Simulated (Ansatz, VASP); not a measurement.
**Ta in VASP and in Ansatz**

```xyz
1
Lattice="-1.6408 1.6408 1.6408 1.6408 -1.6408 1.6408 1.6408 1.6408 -1.6408" Properties=species:S:1:pos:R:3 pbc="T T T"
Ta    0.0000    0.0000    0.0000
```

Alike in both runs: functional PBEsol; k mesh 22 × 22 × 22; occupations fermi-dirac, width 0.05 eV; no spin polarisation.

Ansatz relaxed the structure, and its values are those at the end. VASP's run is a single point on that final structure, the one shown.

|  | VASP | Ansatz |
| --- | --- | --- |
| version | VASP 6.6.1 | Ansatz 0.2.0 |
| potentials or method | VASP PAW PBE potentials, release 64 (Ta_pv) | PAW with Ansatz's default frozen-core files, scalar-relativistic |
| plane-wave cutoff (eV) | 520 | 420 |
| valence electrons in the cell | 11 | 13 |

Ansatz gave:

* pressure (GPa): 0.0

Task: Estimate VASP's values.

Result: Pressure (GPa): 0.2.

VASP's potentials were made for PBE, not for PBEsol. With one functional, cell and mesh, what is left measures potentials, basis and numerics. VASP's potentials hold 11 valence electrons a cell and Ansatz's 13, so a difference there can come from the potentials and not from the codes.

Neither program's run includes spin-orbit coupling.
